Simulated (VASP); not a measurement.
# InGa26P27 (a cell with a defect) in VASP: single point with PBE

Aim: the single point of InGa26P27 (a cell with a defect) with PBE.

All numbers are computed with VASP 6.6.1; they aren't measurements. Logs are shortened: lines on timing, memory, paths and dates and some standing lists are left out, and cuts for length are marked.

## 1. The cell of the first run

The cell holds a defect, 54 atoms: a = 11.562 Å, b = 11.562 Å, c = 11.562 Å, α = 60.00°, β = 60.00°, γ = 60.00°.

## 2. Single point, PBE, collinear spin

INCAR

```
  ALGO = Normal
  EDIFF = 1E-6
  ENCUT = 400
  GGA = PE
  GGA_COMPAT = False
  ISIF = 2
  ISMEAR = 0
  ISPIN = 2
  LASPH = True
  LCHARG = False
  LORBIT = 11
  LREAL = Auto
  LWAVE = False
  MAGMOM = 0.2 0 0 0 0 0 0 0 0 0 0 0 0 0 0 0 0 0 0 0 0 0 0 0 0 0 0 0.2 0 0.2 0 0 0 0.2 0 0 0 0 0 0 0 0 0 0 0 0.2 0 0 0 0 0 0 0 0
  NBANDS = 280
  NELECT = 485.0
  NELM = 200
  PREC = Accurate
  SIGMA = 0.05
```

KPOINTS

```
k-points
0
Gamma
  1 1 1
```

POSCAR

```
InGa26P27
1.0
    0.0000000000      8.1757500000      8.1757500000
    8.1757500000      0.0000000000      8.1757500000
    8.1757500000      8.1757500000      0.0000000000
In Ga P
1 26 27
Direct
    0.0002628475     -0.0000299084     -0.0002418171
    0.0001332792      0.0000833777      0.3353080068
    0.0001236604      0.0000418166      0.6645190627
    0.0001214604      0.3352487250      0.0001301221
   -0.0002777060      0.3334261613      0.3333880678
    0.0002010403      0.3353094681      0.6643726488
    0.0002162175      0.6644749657     -0.0000154978
    0.0003199167      0.6645218051      0.3351610267
    0.0003417249      0.6664797453      0.6665638166
    0.3353275121     -0.0000632929      0.0001167382
    0.3335579435     -0.0003697256      0.3333578799
    0.3355228969     -0.0000913402      0.6643916818
    0.3335248277      0.3333391344     -0.0003256845
    0.3335668380      0.3333639852      0.3333636489
    0.3333509200      0.3331657547      0.6667260942
    0.3354023951      0.6644013802     -0.0000064512
    0.3333724871      0.6667624519      0.3331062990
    0.3333887860      0.6667748338      0.6666896015
    0.6645154793      0.0000636369      0.0000223135
    0.6646758076      0.0000918270      0.3351588698
    0.6665718849      0.0002165176      0.6665701607
    0.6646602816      0.3351004754      0.0000362841
    0.6668221421      0.3331933507      0.3331864951
    0.6668566365      0.3331663787      0.6666877763
    0.6666705851      0.6664859989      0.0002235138
    0.6668740647      0.6667387357      0.3330862035
    0.6668061368      0.6664929029      0.6664024064
    0.0880977078      0.0880161231      0.0880496130
    0.0834910606      0.0833873498      0.4165784697
    0.0882595243      0.0880747667      0.7355872052
    0.0834659714      0.4165753240      0.0833467162
    0.0834979497      0.4166192058      0.4164898730
    0.0833459462      0.4164419525      0.7501022717
    0.0882160733      0.7357608919      0.0879381168
    0.0833668314      0.7500750906      0.4165288817
    0.0833744900      0.7500549558      0.7499975613
    0.4166257525      0.0833215304      0.0833371244
    0.4167662683      0.0833328947      0.4164914593
    0.4165466990      0.0831828382      0.7501051699
    0.4167377153      0.4164739150      0.0833456263
    0.4167679189      0.4166882727      0.4166795672
    0.4167885822      0.4166873025      0.7498175806
    0.4166633675      0.7499835000      0.0831658585
    0.4168360888      0.7498052658      0.4166436896
    0.4168028800      0.7499669022      0.7499918503
    0.7360714453      0.0878868288      0.0879075934
    0.7501444418      0.0832132891      0.4165403372
    0.7501520312      0.0832016157      0.7500272611
    0.7501495203      0.4164564646      0.0832016635
    0.7499065483      0.4166937114      0.4166478364
    0.7502329633      0.4164578624      0.7500135620
    0.7502176221      0.7500494166      0.0831281588
    0.7503100258      0.7500707937      0.4163571997
    0.7500947464      0.7499341640      0.7499379311
```

Potentials or basis: VASP PAW PBE potentials, release 64 (In_d, Ga_d, P).

Command:

```console
$ cat potpaw_PBE.64/In_d/POTCAR potpaw_PBE.64/Ga_d/POTCAR potpaw_PBE.64/P/POTCAR > POTCAR
$ mpirun -np 1 vasp_gam > vasp.out
```

OUTCAR:

```text
EDIFF = 1E-6
   ENCUT = 400
   GGA = PE
   ISIF = 2
   ISMEAR = 0
   ISPIN = 2
   LASPH = True
   LORBIT = 11
   LREAL = Auto
   NELECT = 485.0
   NELM = 200
   PREC = Accurate

 ion  position               nearest neighbor table
   1  0.000  1.000  1.000-  30 2.49  28 2.49  46 2.49  34 2.49
   2  0.000  0.000  0.335-  28 2.34  29 2.34  47 2.36  35 2.36
   3  0.000  0.000  0.665-  30 2.34  29 2.34  48 2.36  36 2.36
   4  0.000  0.335  0.000-  28 2.34  31 2.34  49 2.36  33 2.36
   5  1.000  0.333  0.333-  50 2.36  29 2.36  31 2.36  32 2.36
   6  0.000  0.335  0.664-  30 2.34  32 2.34  51 2.36  33 2.36
[... 46 lines left out ...]
  53  0.750  0.750  0.416-   8 2.36  20 2.36  26 2.36  27 2.36
  54  0.750  0.750  0.750-   9 2.36  27 2.36  21 2.36  25 2.36

  LATTYP: Found a face centered cubic cell.
 ALAT       =    16.3515000000

  Lattice vectors:

 A1 = (   0.0000000000,   8.1757500000,   8.1757500000)
 A2 = (   8.1757500000,   0.0000000000,   8.1757500000)
 A3 = (   8.1757500000,   8.1757500000,   0.0000000000)

Analysis of symmetry for initial positions (statically):
=====================================================================
 Subroutine PRICEL returns:
 Original cell was already a primitive cell.

 Routine SETGRP: Setting up the symmetry group for a
 face centered cubic supercell.

 Subroutine GETGRP returns: Found  1 space group operations
 (whereof  1 operations were pure point group operations)
 out of a pool of 48 trial point group operations.

The static configuration has the point symmetry C_1 .

Analysis of symmetry for dynamics (positions and initial velocities):
=====================================================================
 Subroutine PRICEL returns:
 Original cell was already a primitive cell.

 Routine SETGRP: Setting up the symmetry group for a
 face centered cubic supercell.

 Subroutine GETGRP returns: Found  1 space group operations
 (whereof  1 operations were pure point group operations)
 out of a pool of 48 trial point group operations.

The dynamic configuration has the point symmetry C_1 .

Analysis of structural, dynamic, and magnetic symmetry:
=====================================================================
 Subroutine PRICEL returns:
 Original cell was already a primitive cell.

 Routine SETGRP: Setting up the symmetry group for a
 face centered cubic supercell.

 Subroutine GETGRP returns: Found  1 space group operations
 (whereof  1 operations were pure point group operations)
 out of a pool of 48 trial point group operations.

The overall configuration has the point symmetry C_1 .

 Subroutine INISYM returns: Found  1 space group operations
 (whereof  1 operations are pure point group operations),
 and found     1 'primitive' translations

----------------------------------------------------------------------------------------

                                     Primitive cell

  volume of cell :    1092.9815

  direct lattice vectors                    reciprocal lattice vectors
     0.000000000  8.175750000  8.175750000    -0.061156469  0.061156469  0.061156469
     8.175750000  0.000000000  8.175750000     0.061156469 -0.061156469  0.061156469
     8.175750000  8.175750000  0.000000000     0.061156469  0.061156469 -0.061156469

  length of vectors
    11.562256533 11.562256533 11.562256533     0.105926111  0.105926111  0.105926111

  position of ions in fractional coordinates (direct lattice)
     0.000262847  0.999970092  0.999758183
     0.000133279  0.000083378  0.335308007
     0.000123660  0.000041817  0.664519063
     0.000121460  0.335248725  0.000130122
     0.999722294  0.333426161  0.333388068
     0.000201040  0.335309468  0.664372649
[... 46 lines left out ...]
     0.750310026  0.750070794  0.416357200
     0.750094746  0.749934164  0.749937931

  ion indices of the primitive-cell ions
   primitive index   ion index
                 1           1
                 2           2
                 3           3
                 4           4
                 5           5
                 6           6
[... 46 lines left out ...]
                53          53
                54          54

----------------------------------------------------------------------------------------

 KPOINTS: k-points

Automatic generation of k-mesh.
 Grid dimensions read from file:
 generate k-points for:    1    1    1

 Generating k-lattice:

  Cartesian coordinates                     Fractional coordinates (reciprocal lattice)
    -0.061156469  0.061156469  0.061156469     1.000000000  0.000000000  0.000000000
     0.061156469 -0.061156469  0.061156469     0.000000000  1.000000000  0.000000000
     0.061156469  0.061156469 -0.061156469     0.000000000  0.000000000  1.000000000

  Length of vectors
     0.105926111  0.105926111  0.105926111

  Shift w.r.t. Gamma in fractional coordinates (k-lattice)
     0.000000000  0.000000000  0.000000000

 Subroutine IBZKPT returns following result:
 ===========================================

 Found      1 irreducible k-points:

 Following reciprocal coordinates:
            Coordinates               Weight
  0.000000  0.000000  0.000000      1.000000
   k-points           NKPTS =      1   k-points in BZ     NKDIM =      1   number of bands    NBANDS=    280
   number of dos      NEDOS =    301   number of ions     NIONS =     54
   total plane-waves  NPLWV = 512000
   dimension x,y,z NGX =    80 NGY =   80 NGZ =   80
   dimension x,y,z NGXF=   160 NGYF=  160 NGZF=  160
   ions per type =               1  26  27
   NGX,Y,Z   is equivalent  to a cutoff of  11.50, 11.50, 11.50 a.u.
   NGXF,Y,Z  is equivalent  to a cutoff of  23.01, 23.01, 23.01 a.u.
 SYSTEM =  unknown system
   PREC   = accura    normal or accurate (medium, high low for compatibility)
   ISTART =      0    job   : 0-new  1-cont  2-samecut
   ICHARG =      2    charge: 1-file 2-atom 10-const
   ISPIN  =      2    spin polarized calculation?
   LNONCOLLINEAR =      F non collinear calculations
   LSORBIT =      F    spin-orbit coupling
   LASPH  =      T    aspherical Exc in radial PAW
   ENCUT  =  400.0 eV  29.40 Ry    5.42 a.u.  18.86 18.86 18.86*2*pi/ulx,y,z
   NELM   =    200;   NELMIN=  2; NELMDL= -5     # of ELM steps
   EDIFF  = 0.1E-05   stopping-criterion for ELM
   LREAL  =      T    real-space projection
   EDIFFG = 0.1E-04   stopping-criterion for IOM
   NSW    =      0    number of steps for IOM
   IBRION =     -1    ionic relax: 0-MD 1-quasi-New 2-CG
   NFREE  =      0    steps in history (QN), initial steepest desc. (CG)
   ISIF   =      2    stress and relaxation
   ISYM   =      2    0-nonsym 1-usesym 2-fastsym
   POTIM  = 0.5000    time-step for ionic-motion
   TEBEG  =    0.0;   TEEND  =   0.0 temperature during run
   PSTRESS=    0.0 pullay stress
   NELECT =     485.0000    total number of electrons
   NUPDOWN=      -1.0000    fix difference up-down
   EMIN   =  10.00;   EMAX   =-10.00  energy-range for DOS
   EFERMI =   0.00;   METHOD = LEGACY
   ISMEAR =     0;   SIGMA  =   0.05  broadening in eV -4-tet -1-fermi 0-gaus
   EFERMI_NEDOS =   21; number of points for ismear=-14 and -15
   IALGO  =     38    algorithm
   IMIX   =      4    mixing-type and parameters
     AMIX     =   0.40;   BMIX     =  1.00
     AMIX_MAG =   1.60;   BMIX_MAG =  1.00
  volume/ion in A,a.u.               =      20.24       136.59
  Fermi-wavevector in a.u.,A,eV,Ry     =   1.248680  2.359663 21.214226  1.559202
  Thomas-Fermi vector in A             =   2.382755
   LORBIT       =     11    0 simple, 1 ext, 2 COOP (PROOUT), +10 PAW based schemes
   GGA     = PE    functional components
   LHFCALC =     F    Hartree Fock is set to
   AEXX    =    0.0000 exact exchange contribution
   IVDW    =     0    specifies the selected vdW correction
   LEPSILON=     F    determine dielectric tensor
   LRPA    =     F    only Hartree local field effects (RPA)
 spin polarized calculation
 Gauss-broadening in eV      SIGMA  =   0.05
  energy-cutoff  :      400.00
  volume of cell :     1092.98
 maximum number of plane-waves:      9898
 NGX is ok and might be reduce to    80
   NGX = 37   NGY = 37   NGZ = 37

 number of electron     485.0000020 magnetization       0.0052228

 Free energy of the ion-electron system (eV)
  ---------------------------------------------------
  ext. energy  EPLUGINS =         0.00000000
  ---------------------------------------------------
  free energy    TOTEN  =      -236.48460083 eV

  energy without entropy =     -236.43159969  energy(sigma->0) =     -236.45810026

 E-fermi :   4.9172     XC(G=0):  -9.7738

 val. band max:        4.8831696352   @ k =   0.0000   0.0000   0.0000
 cond. band min:       6.5803658603   @ k =   0.0000   0.0000   0.0000
 fundamental gap:      1.6971962251
 Fermi energy:         4.9171890360

 spin component 1

 k-point     1 :       0.0000    0.0000    0.0000
  band No.  band energies     occupation
      1      -9.9028      1.00000
      2      -9.9027      1.00000
      3      -9.8980      1.00000
      4      -9.8969      1.00000
      5      -9.8969      1.00000
      6      -9.8968      1.00000
[... 246 lines left out ...]
    253       6.7099      0.00000
    254       6.7179      0.00000
 Fermi energy:         4.9171890360

 spin component 2

 k-point     1 :       0.0000    0.0000    0.0000
  band No.  band energies     occupation
      1      -9.9027      1.00000
      2      -9.9027      1.00000
      3      -9.8980      1.00000
      4      -9.8969      1.00000
      5      -9.8968      1.00000
      6      -9.8968      1.00000
[... 246 lines left out ...]
    253       6.7100      0.00000
    254       6.7180      0.00000
 [bands above 254 left out]

------------------------ aborting loop because EDIFF is reached ----------------------------------------

  FORCE on cell =-STRESS in cart. coord.  units (eV):
  Direction    XX          YY          ZZ          XY          YZ          ZX
  --------------------------------------------------------------------------------------
  -------------------------------------------------------------------------------------
  Total       21.2797974     21.2807675     21.2839923     -0.0046175      0.0028223      0.0004481
  in kB       31.1935833     31.1950053     31.1997325     -0.0067687      0.0041371      0.0006568
  external PRESSURE =      31.1961070 kB  Pullay stress =       0.0000000 kB

 VOLUME and BASIS-vectors are now :
 -----------------------------------------------------------------------------
  energy-cutoff  :      400.00
  volume of cell :     1092.98
      direct lattice vectors                 reciprocal lattice vectors
     0.000000000  8.175750000  8.175750000    -0.061156469  0.061156469  0.061156469
     8.175750000  0.000000000  8.175750000     0.061156469 -0.061156469  0.061156469
     8.175750000  8.175750000  0.000000000     0.061156469  0.061156469 -0.061156469

 POSITION                                       TOTAL-FORCE (eV/Angst)
 -----------------------------------------------------------------------------------
     16.34928      8.17592      8.17765         0.000267      0.000150     -0.002683
      2.74208      2.74248      0.00177         0.009446      0.012277     -0.050881
      5.43328      5.43395      0.00135        -0.013951     -0.011183     -0.047526
      2.74197      0.00206      2.74190         0.006715     -0.054253      0.012989
      5.45171     10.89918     10.89949         0.007552     -0.005156     -0.004979
      8.17315      5.43339      2.74305         0.052548     -0.007602      0.011111
[... 46 lines left out ...]
      9.53642      9.53838     12.26674        -0.007773     -0.009703      0.002938
     12.26258     12.26389     12.26386         0.000557     -0.000210     -0.000519
 -----------------------------------------------------------------------------------
    total drift:                                0.005236     -0.002075     -0.001505

  FREE ENERGIE OF THE ION-ELECTRON SYSTEM (eV)
  ---------------------------------------------------
  free  energy   TOTEN  =      -236.4846008322 eV

  energy  without entropy=     -236.4315996898  energy(sigma->0) =     -236.45810026

 total charge

# of ion       s       p       d       tot
------------------------------------------
    1        0.804   0.859   9.906  11.569
    2        0.827   0.882  10.018  11.727
    3        0.827   0.882  10.018  11.727
    4        0.827   0.882  10.018  11.727
    5        0.825   0.869  10.015  11.708
    6        0.827   0.882  10.018  11.727
[... 46 lines left out ...]
   53        0.990   1.573   0.000   2.563
   54        0.990   1.572   0.000   2.562
--------------------------------------------------
tot         49.019  66.163 270.331 385.513

 magnetization (x)

# of ion       s       p       d       tot
------------------------------------------
    1       -0.000   0.000   0.000   0.000
    2       -0.000  -0.000   0.000   0.000
    3       -0.000   0.000   0.000   0.000
    4       -0.000   0.000   0.000   0.000
    5       -0.000  -0.000   0.000   0.000
    6       -0.000   0.000   0.000   0.000
[... 46 lines left out ...]
   53        0.000   0.000   0.000   0.000
   54        0.000   0.000   0.000   0.000
--------------------------------------------------
tot         -0.000   0.002   0.000   0.002
```

It took 8.4 min on 1 thread of AMD EPYC 9R45 (Zen 5), shared host; peak memory 1.4 GiB.

Results:

| Property | Result |
| --- | --- |
| Free energy | -236.4846 eV |
| Largest force | 0.058 eV/Å |
| Net moment | 0.01 μB per cell |
| Valence electrons inside the program's atomic spheres | In 11.57; Ga 11.73, 11.71 (each value once); P 2.58, 2.57, 2.56 (each value once) |

Forces in eV/Å, atoms in the order of the input:
```
In   0.000  0.000 -0.003
Ga   0.009  0.012 -0.051
Ga  -0.014 -0.011 -0.048
Ga   0.007 -0.054  0.013
Ga   0.008 -0.005 -0.005
Ga   0.053 -0.008  0.011
Ga  -0.011 -0.052 -0.011
Ga   0.053  0.009 -0.016
Ga   0.014 -0.014 -0.014
Ga  -0.050  0.008  0.015
Ga  -0.005  0.007 -0.008
Ga  -0.004  0.048  0.013
Ga  -0.008 -0.011  0.008
Ga   0.011  0.007  0.005
Ga   0.003 -0.002  0.003
Ga  -0.012  0.015  0.053
Ga   0.003  0.007 -0.006
Ga  -0.009 -0.003 -0.007
Ga  -0.054 -0.007 -0.009
Ga   0.008  0.053 -0.014
Ga  -0.016  0.016 -0.015
Ga   0.013 -0.013  0.055
Ga   0.005 -0.001 -0.001
Ga   0.003 -0.006  0.000
Ga  -0.018 -0.016  0.016
Ga   0.003  0.004 -0.003
Ga   0.014  0.017  0.016
P    0.005  0.007  0.004
P   -0.002 -0.001  0.028
P   -0.007 -0.002  0.001
P    0.000  0.032  0.000
P   -0.033  0.000  0.001
P   -0.008  0.007 -0.004
P   -0.005  0.002 -0.002
P   -0.010 -0.006  0.011
P    0.006  0.011  0.009
P    0.030  0.002  0.001
P   -0.002 -0.030  0.001
P    0.006 -0.007 -0.004
P   -0.001  0.000 -0.029
P   -0.004 -0.002 -0.001
P    0.002  0.004 -0.002
P    0.009 -0.006 -0.010
P    0.002 -0.004  0.005
P    0.008 -0.010 -0.011
P    0.007 -0.007 -0.006
P   -0.005 -0.009  0.011
P    0.010  0.005  0.008
P   -0.004  0.010 -0.009
P   -0.004  0.002  0.003
P   -0.008  0.004 -0.010
P    0.010  0.008  0.005
P   -0.008 -0.010  0.003
P    0.001  0.000 -0.001
```

Caveat: the k points lie up to 0.67 Å⁻¹ apart; the cell carries a net charge on a neutralising background, which shifts energy and pressure; the cell is charged against a uniform background, so pressure and absolute levels hang on convention; spin-orbit coupling is left out, which moves the levels of the heavy elements.
